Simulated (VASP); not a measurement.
# Cu in VASP: a series of runs

The runs below take Cu through single point, relaxation of cell and atoms, with PBE.

Everything below comes from runs of VASP 6.6.1. Logs are shortened: lines on timing, memory, paths and dates and some standing lists are left out, and cuts for length are marked.

### 1 The cell of the first run

Symmetry: I4/mmm, No. 139, tetragonal system. Conventional cell: a = 3.787 Å, b = 3.787 Å, c = 4.929 Å, α = 90.00°, β = 90.00°, γ = 90.00°. Cu (site symmetry -4m2) has 10 Cu at 2.26 to 2.68 Å within 3.0 Å. Cu (site symmetry 4/mmm) has 8 Cu at 2.26 Å within 3.0 Å.

The cell was built from a structure type or drawn by symmetry, and may not be a known phase.

### 2 Single point, PBE

Contents of INCAR:

```
PREC     = Accurate       # precision mode
ENCUT    = 520            # plane-wave cutoff, eV
EDIFF    = 1E-6           # SCF threshold, eV
ISMEAR   = 0              # smearing method
SIGMA    = 0.1            # smearing width, eV
LREAL    = F              # projectors in reciprocal space
LASPH    = T              # aspherical terms in the spheres
NELM     = 80             # most SCF steps
ALGO     = Normal         # electronic algorithm
ISIF     = 2              # what is computed and relaxed
LWAVE    = F              # write WAVECAR
LCHARG   = T              # write CHGCAR
GGA      = PE             # functional
LELF     = T              # ELF
LVHAR    = T            
NBANDS   = 24             # bands
```

Contents of KPOINTS:

```
regular mesh
0
Gamma
  6 6 6
```

Contents of POSCAR:

```
Cu
1.0
   -1.8934838100      1.8934838100      2.4644848400
    1.8934838100     -1.8934838100      2.4644848400
    1.8934838100      1.8934838100     -2.4644848400
Cu
3
Direct
    0.7500000000      0.2500000000      0.5000000000
    0.2500000000      0.7500000000      0.5000000000
    0.5000000000      0.5000000000      0.0000000000
```

Potentials or basis: VASP PAW PBE potentials, release 64 (Cu).

Launch:

```sh
cat potpaw_PBE.64/Cu/POTCAR > POTCAR
mpirun -np 1 vasp_std > vasp.out
```

OUTCAR:

```text
PREC = Accurate
   ENCUT = 520
   EDIFF = 1E-6
   ISMEAR = 0
   LREAL = F
   LASPH = T
   NELM = 80
   ISIF = 2
   GGA = PE

 ion  position               nearest neighbor table
   1  0.750  0.250  0.500-   3 2.26   3 2.26   3 2.26   3 2.26   2 2.46   2 2.46   2 2.68   2 2.68
                             2 2.68   2 2.68
   2  0.250  0.750  0.500-   3 2.26   3 2.26   3 2.26   3 2.26   1 2.46   1 2.46   1 2.68   1 2.68
                             1 2.68   1 2.68
   3  0.500  0.500  0.000-   2 2.26   1 2.26   1 2.26   2 2.26   1 2.26   2 2.26   2 2.26   1 2.26

  LATTYP: Found a body centered tetragonal cell.
 ALAT       =     3.7869676200
 C/A-ratio  =     1.3015610839

  Lattice vectors:

 A1 = (  -1.8934838100,   1.8934838100,   2.4644848400)
 A2 = (   1.8934838100,  -1.8934838100,   2.4644848400)
 A3 = (   1.8934838100,   1.8934838100,  -2.4644848400)

Analysis of symmetry for initial positions (statically):
=====================================================================
 Subroutine PRICEL returns:
 Original cell was already a primitive cell.

 Routine SETGRP: Setting up the symmetry group for a
 body centered tetragonal supercell.

 Subroutine GETGRP returns: Found 16 space group operations
 (whereof 16 operations were pure point group operations)
 out of a pool of 16 trial point group operations.

The static configuration has the point symmetry D_4h.

Analysis of symmetry for dynamics (positions and initial velocities):
=====================================================================
 Subroutine PRICEL returns:
 Original cell was already a primitive cell.

 Routine SETGRP: Setting up the symmetry group for a
 body centered tetragonal supercell.

 Subroutine GETGRP returns: Found 16 space group operations
 (whereof 16 operations were pure point group operations)
 out of a pool of 16 trial point group operations.

The dynamic configuration has the point symmetry D_4h.

 Subroutine INISYM returns: Found 16 space group operations
 (whereof 16 operations are pure point group operations),
 and found     1 'primitive' translations

----------------------------------------------------------------------------------------

                                     Primitive cell

  volume of cell :      35.3435

  direct lattice vectors                    reciprocal lattice vectors
    -1.893483810  1.893483810  2.464484840     0.000000000  0.264063520  0.202882157
     1.893483810 -1.893483810  2.464484840     0.264063520  0.000000000  0.202882157
     1.893483810  1.893483810 -2.464484840     0.264063520  0.264063520  0.000000000

  length of vectors
     3.639264679  3.639264679  3.639264679     0.333002571  0.333002571  0.373442211

  position of ions in fractional coordinates (direct lattice)
     0.750000000  0.250000000  0.500000000
     0.250000000  0.750000000  0.500000000
     0.500000000  0.500000000  0.000000000

  ion indices of the primitive-cell ions
   primitive index   ion index
                 1           1
                 2           2
                 3           3

----------------------------------------------------------------------------------------

 KPOINTS: regular mesh

Automatic generation of k-mesh.
 Grid dimensions read from file:
 generate k-points for:    6    6    6

 Generating k-lattice:

  Cartesian coordinates                     Fractional coordinates (reciprocal lattice)
     0.000000000  0.044010587  0.033813693     0.166666667  0.000000000  0.000000000
     0.044010587  0.000000000  0.033813693     0.000000000  0.166666667  0.000000000
     0.044010587  0.044010587  0.000000000     0.000000000  0.000000000  0.166666667

  Length of vectors
     0.055500428  0.055500428  0.062240369

  Shift w.r.t. Gamma in fractional coordinates (k-lattice)
     0.000000000  0.000000000  0.000000000

 Subroutine IBZKPT returns following result:
 ===========================================

 Found     30 irreducible k-points:

 Following reciprocal coordinates:
            Coordinates               Weight
  0.000000  0.000000  0.000000      1.000000
  0.166667  0.000000  0.000000      8.000000
  0.333333  0.000000  0.000000      8.000000
  0.500000  0.000000  0.000000      4.000000
  0.166667  0.166667 -0.000000      8.000000
  0.333333  0.166667  0.000000     16.000000
[... 16 lines left out ...]
 -0.333333 -0.333333  0.166667      8.000000
 -0.166667 -0.333333  0.166667      8.000000
 [... further k-points ...]
   k-points           NKPTS =     30   k-points in BZ     NKDIM =     30   number of bands    NBANDS=     24
   number of dos      NEDOS =    301   number of ions     NIONS =      3
   total plane-waves  NPLWV =  21952
   dimension x,y,z NGX =    28 NGY =   28 NGZ =   28
   dimension x,y,z NGXF=    56 NGYF=   56 NGZF=   56
   ions per type =               3
   NGX,Y,Z   is equivalent  to a cutoff of  12.79, 12.79, 12.79 a.u.
   NGXF,Y,Z  is equivalent  to a cutoff of  25.58, 25.58, 25.58 a.u.
 SYSTEM =  unknown system
[... 39 lines left out ...]
   LRPA    =     F    only Hartree local field effects (RPA)
 non-spin polarized calculation
 Gauss-broadening in eV      SIGMA  =   0.10
  energy-cutoff  :      520.00
  volume of cell :       35.34
 maximum number of plane-waves:       968
   NGX = 13   NGY = 13   NGZ = 13

 number of electron      32.9999973 magnetization

 Free energy of the ion-electron system (eV)
  ---------------------------------------------------
  ext. energy  EPLUGINS =         0.00000000
  ---------------------------------------------------
  free energy    TOTEN  =        -9.36418043 eV

  energy without entropy =       -9.35473947  energy(sigma->0) =       -9.35945995

 E-fermi :   7.6681     XC(G=0): -12.5697

 val. band max:        7.6640486906   @ k =  -0.3333   0.3333   0.3333
 cond. band min:       7.7540169279   @ k =  -0.1667   0.3333   0.1667
 fundamental gap:      0.0899682373
 Fermi energy:         7.6680927444

 k-point     1 :       0.0000    0.0000    0.0000
  band No.  band energies     occupation
      1      -1.7707      2.00000
      2       2.5958      2.00000
      3       2.7013      2.00000
      4       3.3875      2.00000
      5       3.3875      2.00000
      6       3.4416      2.00000
[... 16 lines left out ...]
     23      19.2584      0.00000
     24      19.6708      0.00000

 k-point     2 :       0.1667    0.0000    0.0000
  band No.  band energies     occupation
      1      -1.2928      2.00000
      2       2.7169      2.00000
      3       2.8159      2.00000
      4       3.1898      2.00000
      5       3.4111      2.00000
      6       3.4425      2.00000
[... 16 lines left out ...]
     23      19.3561      0.00000
     24      20.1231      0.00000

 k-point     3 :       0.3333    0.0000    0.0000
  band No.  band energies     occupation
      1       0.0417      2.00000
      2       3.0068      2.00000
      3       3.0802      2.00000
      4       3.1157      2.00000
      5       3.3245      2.00000
      6       3.4613      2.00000
[... 16 lines left out ...]
     23      19.3283      0.00000
     24      21.9921      0.00000

 k-point     4 :       0.5000    0.0000    0.0000
  band No.  band energies     occupation
      1       1.4168      2.00000
      2       2.6456      2.00000
      3       3.1146      2.00000
      4       3.1576      2.00000
      5       3.2843      2.00000
      6       3.4954      2.00000
[... 16 lines left out ...]
     23      18.6783      0.00000
     24      24.5948      0.00000

 k-point     5 :       0.1667    0.1667   -0.0000
  band No.  band energies     occupation
      1      -0.4937      2.00000
      2       2.8915      2.00000
      3       3.0049      2.00000
      4       3.1873      2.00000
      5       3.2442      2.00000
      6       3.4202      2.00000
[... 451 lines left out ...]
 k-point    22 :      -0.1667    0.5000    0.1667
  band No.  band energies     occupation
      1       1.5502      2.00000
      2       2.5119      2.00000
      3       3.1117      2.00000
      4       3.2600      2.00000
      5       3.2669      2.00000
      6       3.6017      2.00000
[... 16 lines left out ...]
     23      20.3715      0.00000
     24      22.6832      0.00000

 k-point    23 :      -0.3333   -0.3333    0.1667
  band No.  band energies     occupation
      1       1.2580      2.00000
      2       2.7075      2.00000
      3       2.9031      2.00000
      4       3.1361      2.00000
      5       3.5232      2.00000
      6       3.5363      2.00000
[... 16 lines left out ...]
     23      23.3783      0.00000
     24      25.2212      0.00000

 k-point    24 :      -0.1667   -0.3333    0.1667
  band No.  band energies     occupation
      1       0.0456      2.00000
      2       3.0020      2.00000
      3       3.0412      2.00000
      4       3.0973      2.00000
      5       3.2460      2.00000
      6       3.5062      2.00000
[... 16 lines left out ...]
     23      19.9889      0.00000
     24      22.1667      0.00000

 [... further k-points ...]

------------------------ aborting loop because EDIFF is reached ----------------------------------------

  FORCE on cell =-STRESS in cart. coord.  units (eV):
  Direction    XX          YY          ZZ          XY          YZ          ZX
  --------------------------------------------------------------------------------------
  -------------------------------------------------------------------------------------
  Total        7.2646619      7.2646619      7.0377765      0.0000000      0.0000000      0.0000000
  in kB      329.3188976    329.3188976    319.0338167      0.0000000      0.0000000      0.0000000
  external PRESSURE =     325.8905373 kB  Pullay stress =       0.0000000 kB

 VOLUME and BASIS-vectors are now :
 -----------------------------------------------------------------------------
  energy-cutoff  :      520.00
  volume of cell :       35.34
      direct lattice vectors                 reciprocal lattice vectors
    -1.893483810  1.893483810  2.464484840     0.000000000  0.264063520  0.202882157
     1.893483810 -1.893483810  2.464484840     0.264063520  0.000000000  0.202882157
     1.893483810  1.893483810 -2.464484840     0.264063520  0.264063520  0.000000000

 POSITION                                       TOTAL-FORCE (eV/Angst)
 -----------------------------------------------------------------------------------
      0.00000      1.89348      1.23224        -0.000000      0.000000      0.000000
      1.89348      0.00000      1.23224         0.000000     -0.000000     -0.000000
      0.00000      0.00000      2.46448        -0.000000     -0.000000      0.000000
 -----------------------------------------------------------------------------------
    total drift:                                0.000000      0.000000      0.000000

  FREE ENERGIE OF THE ION-ELECTRON SYSTEM (eV)
  ---------------------------------------------------
  free  energy   TOTEN  =        -9.3641804339 eV

  energy  without entropy=       -9.3547394748  energy(sigma->0) =       -9.35945995
```

Run time: 13 s. Hardware: 1 thread of Intel Xeon 6975P-C (Granite Rapids), shared host; peak memory 0.15 GiB.

Results:

| Item | Value |
| --- | --- |
| Free energy | -9.3642 eV |
| Pressure | 32.6 GPa |
| Band gap on the k mesh | zero (an odd number of electrons rules out a gap without spin polarisation) |

Levels at points of the mesh, in eV from the Fermi level:
| k point | band 12 | band 13 | band 14 | band 15 | band 16 | band 17 | band 18 | band 19 | band 20 | band 21 |
| --- | --- | --- | --- | --- | --- | --- | --- | --- | --- | --- |
| (0.00, 0.00, 0.00) | -1.95 | -1.95 | -1.94 | -1.90 | -1.74 | 7.61 | 8.28 | 8.28 | 9.47 | 9.47 |
| (0.50, 0.00, 0.00) | -2.63 | -2.22 | -2.10 | -1.91 | -1.63 | -0.96 | 5.72 | 6.54 | 8.30 | 8.74 |
| (0.50, 0.50, 0.00) | -2.19 | -1.73 | -1.68 | -1.50 | -1.22 | -0.76 | 1.20 | 1.51 | 6.67 | 7.83 |
| (0.50, 0.50, 0.50) | -2.37 | -2.00 | -1.67 | -1.67 | -0.78 | 0.27 | 0.51 | 0.51 | 5.45 | 6.92 |

Caveat: the cell stands under pressure.

### 3 Single point, PBE

This run uses another cell than the first one, of 14.37 Å³/atom.

Contents of INCAR:

```
SYSTEM = Cu
ALGO = Normal
EDIFF = 1E-6
ENCUT = 520
GGA = PE
ISIF = 2
ISMEAR = 0
LASPH = .True.
LCHARG = .False.
LREAL = .False.
LWAVE = .False.
NBANDS = 24
NELM = 100
PREC = Accurate
SIGMA = 0.1
```

Contents of KPOINTS:

```
k-points
0
Gamma
  6 6 6
  0 0 0
```

Contents of POSCAR:

```
Cu
1.0
   -2.0450667402      2.0450667402      2.5774723848
    2.0450667402     -2.0450667402      2.5774723848
    2.0450667402      2.0450667402     -2.5774723848
Cu
3
Direct
    0.7500000000      0.2500000000      0.5000000000
    0.2500000000      0.7500000000      0.5000000000
    0.5000000000      0.5000000000      0.0000000000
```

Potentials or basis: VASP PAW PBE potentials, release 64 (Cu).

Launch:

```sh
cat potpaw_PBE.64/Cu/POTCAR > POTCAR
mpirun -np 1 vasp_std > vasp.out
```

Run time: 16 s. Hardware: 1 thread of Intel Xeon 6975P-C (Granite Rapids), shared host; peak memory 0.17 GiB.

The run converged. Its results:

- Free energy: -10.0419 eV
- Pressure: 0.5 GPa
- Band gap on the k mesh: zero (an odd number of electrons rules out a gap without spin polarisation)

Stress tensor (GPa, compression positive):
```
0.53 0.00 0.00
0.00 0.53 0.00
0.00 0.00 0.30
```

Levels at points of the mesh, in eV from the Fermi level:
| k point | band 14 | band 15 | band 16 | band 17 | band 18 | band 19 |
| --- | --- | --- | --- | --- | --- | --- |
| (0.00, 0.00, 0.00) | -1.66 | -1.61 | -1.48 | 6.58 | 7.48 | 7.48 |
| (0.50, 0.00, 0.00) | -1.78 | -1.69 | -1.41 | -0.91 | 4.91 | 5.79 |
| (0.50, 0.50, 0.00) | -1.44 | -1.32 | -1.09 | -0.87 | 1.44 | 1.87 |
| (0.50, 0.50, 0.50) | -1.48 | -1.48 | -0.56 | 0.32 | 0.67 | 0.67 |

### 4 Relaxation of cell and atoms, PBE

Contents of INCAR:

```
PREC = Accurate
ENCUT = 600
EDIFF = 1E-6
ISMEAR = 0
SIGMA = 0.1
LREAL = False
LASPH = True
NELM = 80
ALGO = Normal
ISIF = 3
LWAVE = False
LCHARG = False
GGA = PE
IBRION = 2
NSW = 90
EDIFFG = -0.04
```

Contents of KPOINTS:

```
Automatic mesh
0
Gamma
  6 6 6
```

Contents of POSCAR:

```
Cu
1.0
   -1.8934838100      1.8934838100      2.4644848400
    1.8934838100     -1.8934838100      2.4644848400
    1.8934838100      1.8934838100     -2.4644848400
Cu
3
Direct
    0.7500000000      0.2500000000      0.5000000000
    0.2500000000      0.7500000000      0.5000000000
    0.5000000000      0.5000000000      0.0000000000
```

Launch:

```sh
cat potpaw_PBE.64/Cu/POTCAR > POTCAR
mpirun -np 1 vasp_std > vasp.out
```

Run time: 1.9 min. Hardware: 1 thread of Intel Xeon 6975P-C (Granite Rapids), shared host; peak memory 0.18 GiB.

The run converged. Its results:

* Free energy: -10.0413 eV
* Relaxed volume: 14.43 Å³/atom
* Relaxed cell: a = 3.877 Å, b = 3.877 Å, c = 3.877 Å, α = 116.14°, β = 116.14°, γ = 96.82°
* Space group after relaxing (to 0.1 Å): I4/mmm (No. 139)
* Energy gained by relaxing: 225.5 meV/atom
* Ionic steps: 12
* Pressure after relaxing: 0.3 GPa
* Band gap on the k mesh: zero (an odd number of electrons rules out a gap without spin polarisation)

The path:
```tsv
step	energy change (eV)	largest force (eV/Å)	pressure (GPa)	volume (Å³)
1	0.0000	0.0000	32.63	35.34
2	-0.4840	0.0000	-9.23	49.09
3	-0.6719	0.0000	0.00	43.30
4	-0.6717	0.0000	-0.33	43.47
5	-0.6731	0.0000	0.05	43.29
6	-0.6741	0.0000	0.56	43.07
7	-0.6742	0.0000	0.87	42.96
8	-0.6749	0.0000	0.89	42.99
9	-0.6761	0.0000	0.59	43.09
10	-0.6748	0.0000	0.10	43.28
11	-0.6763	0.0000	0.60	43.14
12	-0.6766	0.0000	0.33	43.28
```

Final structure:
```cif
data_structure
_symmetry_space_group_name_H-M 'P 1'
_symmetry_Int_Tables_number 1
_cell_length_a 3.8772
_cell_length_b 3.8772
_cell_length_c 3.8772
_cell_angle_alpha 116.143
_cell_angle_beta 116.143
_cell_angle_gamma 96.821
_cell_volume 43.28
loop_
_atom_site_label
_atom_site_type_symbol
_atom_site_fract_x
_atom_site_fract_y
_atom_site_fract_z
_atom_site_occupancy
Cu1 Cu 0.75000 0.25000 0.50000 1
Cu2 Cu 0.25000 0.75000 0.50000 1
Cu3 Cu 0.50000 0.50000 0.00000 1
```

Levels at points of the mesh, in eV from the Fermi level:
```csv
k point,band 13,band 14,band 15,band 16,band 17,band 18,band 19,band 20
"(0.00, 0.00, 0.00)",-1.65,-1.65,-1.60,-1.47,6.55,7.49,7.49,8.05
"(0.50, 0.00, 0.00)",-1.91,-1.77,-1.69,-1.41,-0.91,4.89,5.78,7.21
"(0.50, 0.50, 0.00)",-1.51,-1.43,-1.32,-1.09,-0.88,1.46,1.90,5.51
"(0.50, 0.50, 0.50)",-1.74,-1.48,-1.48,-0.54,0.35,0.66,0.66,3.93
```

Caveat: the volume moved by over 15 % at a fixed basis, so the end points are rough.

### 5 Single point, PBE

This run uses another cell than the first one, of 11.81 Å³/atom.

Contents of INCAR:

```
PREC = Accurate
ENCUT = 520
EDIFF = 1E-7
ISMEAR = 0
SIGMA = 0.1
LREAL = F
LASPH = T
NELM = 60
ALGO = Fast
ISIF = 2
LWAVE = F
LCHARG = F
GGA = PE
NBANDS = 24
```

KPOINTS is that of step 4.

Contents of POSCAR:

```
Cu
1.0
    2.5092121694      0.0000000000      0.0000000000
    0.0901035226      3.9338010219      0.0000000000
    0.2697028459      1.8421587347      3.5883832513
Cu
3
Direct
    0.1500206750      0.1675863458      0.6689889454
    0.8499793250      0.8324136542      0.3310110546
    0.5000000000      0.5000000000      0.0000000000
```

Launch:

```sh
cat potpaw_PBE.64/Cu/POTCAR > POTCAR
mpirun -np 1 vasp_std > vasp.out
```

Run time: 45 s. Hardware: 1 thread of Intel Xeon 6975P-C (Granite Rapids), shared host; peak memory 0.19 GiB.

Results (log left out):

| Item | Value |
| --- | --- |
| Free energy | -10.9959 eV |
| Pressure | 3.3 GPa |
| Largest force | 0.147 eV/Å |
| Band gap on the k mesh | zero (an odd number of electrons rules out a gap without spin polarisation) |

Forces in eV/Å, atoms in the order of the input:
```
Cu   0.096 -0.076 -0.081
Cu  -0.096  0.076  0.081
Cu   0.000  0.000  0.000
```

Stress tensor (GPa, compression positive):
```
3.23 0.86 1.84
0.86 3.33 1.01
1.84 1.01 3.35
```

Levels at points of the mesh, in eV from the Fermi level:
```
           k point  band 13  band 14  band 15  band 16  band 17  band 18  band 19  band 20
(0.00, 0.00, 0.00)    -2.13    -2.08    -2.03    -1.96     4.39     4.48     4.82     4.85
(0.50, 0.00, 0.00)    -1.67    -1.62    -1.54    -0.20    -0.11     6.45     8.29     9.84
(0.00, 0.50, 0.00)    -2.06    -1.97    -1.93    -1.89    -1.45    -0.54     4.45    12.99
(0.50, 0.50, 0.00)    -1.80    -1.79    -1.48    -0.75     1.87     2.11     4.10     7.00
(0.00, 0.00, 0.50)    -2.10    -1.95    -1.91    -1.85    -1.40    -0.16     4.98    13.43
(0.50, 0.00, 0.50)    -1.90    -1.89    -1.44    -0.38     1.21     1.41     4.63     7.90
(0.00, 0.50, 0.50)    -2.06    -2.02    -1.95    -1.95    -1.49    -0.99     3.80    13.83
(0.50, 0.50, 0.50)    -1.75    -1.74    -1.47    -0.91     2.36     2.69     3.88     6.82
```

Caveat: the k points lie up to 0.42 Å⁻¹ apart, too coarse for converged energies and pressures of a metal.

### 6 Overview

```csv
task,cell,cutoff (eV),gap on the mesh (eV),pressure (GPa)
single point,"a = 3.639 Å, angles 117.3, 117.3, 94.8°, 3 atoms, atomic positions A",520,none,32.6
single point,"a = 3.874 Å, angles 116.3, 116.3, 96.6°, 3 atoms, atomic positions A",520,none,0.5
relaxation of cell and atoms,"relaxed from a = 3.639 Å, angles 117.3, 117.3, 94.8°, 3 atoms, atomic positions A",600,none,0.3
single point,"a = 2.509, b = 3.935, c = 4.043 Å, angles 62.8, 86.2, 88.7°, 3 atoms, atomic positions B",520,none,3.3
```

Alike in all rows: level PBE; potentials or basis VASP PAW PBE potentials, release 64 (Cu); no spin polarisation; k mesh 6 × 6 × 6; smearing gaussian 0.1 eV.

Caveats: some runs use coarse meshes; the cell stands under pressure (at least some runs); the volume moved by over 15 % at a fixed basis, so the end points are rough (at least some runs).

Total energies depend on the potentials used, so only differences within one code and one set of settings carry meaning.
